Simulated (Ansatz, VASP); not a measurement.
# C in VASP and in Ansatz

```
C
1.0
     2.10720    0.00000    0.00000
    -1.05360    1.82488    0.00000
     0.00000    0.00000    3.44105
C
2
Direct
  0.33333 0.66667 0.25000
  0.66667 0.33333 0.75000
```

Alike in both runs: task relaxation of cell and atoms; functional PBEsol; k mesh 17 × 17 × 9; occupations fermi-dirac, width 0.1 eV; no spin polarisation.

|  | VASP | Ansatz |
| --- | --- | --- |
| version | VASP 6.6.1 | Ansatz 0.2.0 |
| potentials or method | VASP PAW PBE potentials, release 64 (C), cutoff 600 eV | plane waves (420 eV) with PAW, scalar-relativistic |
| valence electrons in the cell | 8 | 8 |

|  | VASP | Ansatz | Ansatz less VASP |
| --- | --- | --- | --- |
| relaxed volume (Å³/atom) | 6.63 | 8.55 | +1.921 |
| relaxed cell length with the largest relative difference (Å) | 5.265 | 6.757 | +1.4922 |

VASP's potentials were made for PBE, not for PBEsol, and Ansatz warns of the same on its side. One of these differences is far larger than is usual between the two programs; its cause wasn't traced.
